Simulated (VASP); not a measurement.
## GaSe4: single point with PBE

The system is GaSe4.

```
Ga Se
1.0
     5.35284    0.00000    0.00000
     0.00000    5.35284    0.00000
     0.00000    0.00000    5.35284
Ga Se
1 4
Direct
  0.50000 0.50000 0.50000
  0.50000 0.00000 0.00000
  0.00000 0.50000 0.00000
  0.00000 0.00000 0.50000
  0.00000 0.00000 0.00000
```

```
Program             : VASP 6.6.1
Task                : single point
Functional          : PBE
Potentials or basis : VASP PAW PBE potentials, release 64 (Ga_d, Se)
Cutoff              : 520 eV
k mesh              : 4 × 4 × 4
Occupations         : gaussian, width 0.1 eV
Spin                : no spin polarisation
```

* Pressure: -3.1 GPa

Levels at points of the mesh, in eV from the Fermi level:
| k point | band 16 | band 17 | band 18 | band 19 | band 20 | band 21 | band 22 | band 23 |
| --- | --- | --- | --- | --- | --- | --- | --- | --- |
| (0.00, 0.00, 0.00) | -0.69 | -0.42 | -0.42 | -0.42 | 4.09 | 4.09 | 4.09 | 5.09 |
| (0.50, 0.00, 0.00) | -0.74 | -0.54 | -0.42 | -0.42 | 0.69 | 2.42 | 3.55 | 3.55 |
| (0.50, 0.50, 0.00) | -1.02 | -0.80 | -0.38 | -0.38 | -0.16 | 0.56 | 2.70 | 3.72 |
| (0.50, 0.50, 0.50) | -1.12 | -0.78 | -0.78 | 0.21 | 0.58 | 0.58 | 0.58 | 4.25 |

Wall time 30 s on 1 thread of AMD EPYC 7R13 Processor (Zen 3), on a shared host, peak memory 0.21 GiB.
